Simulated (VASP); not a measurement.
Input of a VASP 6.6.1 run:

INCAR

```
ALGO = Normal ; EDIFF = 1E-6
EDIFFG = -0.01 ; ENCUT = 600
GGA = PE ; IBRION = 2
ISIF = 4 ; ISMEAR = 0
LASPH = T ; LCHARG = F
LREAL = F ; LWAVE = F
NELM = 80 ; NSW = 50
PREC = Accurate ; SIGMA = 0.02
```

Contents of KPOINTS:

```
k-points
0
Gamma
  12 12 12
```

File POSCAR:

```
CdSe
1.0
   -2.0995926613      2.0995926613      2.9660695933
    2.0995926613     -2.0995926613      2.9660695933
    2.0995926613      2.0995926613     -2.9660695933
Cd Se
1 1
Direct
    0.0000000000      0.0000000000      0.0000000000
    0.2500000000      0.7500000000      0.5000000000
```

Potentials or basis: VASP PAW PBE potentials, release 64 (Cd, Se).

Command:

```console
$ cat potpaw_PBE.64/Cd/POTCAR potpaw_PBE.64/Se/POTCAR > POTCAR
$ mpirun -np 1 vasp_std > vasp.out
```

Question: Predict the band gap on the k mesh.

Answer: 0.76 eV, direct.

Final structure:
```
Cd Se
1.0
    -2.09959    2.09959    2.96607
     2.09959   -2.09959    2.96607
     2.09959    2.09959   -2.96607
Cd Se
1 1
Direct
  0.00000 0.00000 0.00000
  0.25000 0.75000 0.50000
```

Caveat: the relaxation stopped at its first step, so nothing moved.
